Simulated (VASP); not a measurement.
Input of a VASP 6.6.1 run:

INCAR

```
  PREC = Accurate
  ENCUT = 1300
  EDIFF = 1E-6
  ISMEAR = 0
  SIGMA = 0.05
  LREAL = F
  LASPH = T
  NELM = 120
  ALGO = Normal
  ISIF = 2
  LWAVE = F
  LCHARG = F
  GGA = CA
  NBANDS = 11
  GGA_COMPAT = F
```

The input KPOINTS:

```
regular mesh
0
Gamma
  12 12 12
```

POSCAR

```
C
1.0
    0.0000000000      1.8381921668      1.6293735366
    1.8381921668      0.0000000000      1.6293735366
    1.8381921668      1.8381921668      0.0000000000
C
2
Direct
    0.5000000000      0.5000000000      0.5000000000
    0.7500000000      0.7500000000      0.7500000000
```

Potentials or basis: VASP PAW LDA potentials, release 64 (C_h).

Launch:

```console
$ cat potpaw_LDA.64/C_h/POTCAR > POTCAR
$ mpirun -np 1 vasp_std > vasp.out
```

(1) Estimate the band gap on the k mesh.

(2) What does it give for the pressure?

Results:

(1) 1.23 eV (least direct gap 3.70 eV).

(2) 1.1 GPa.

Caveat: the stress differs along the axes, from -32 to 68 GPa.
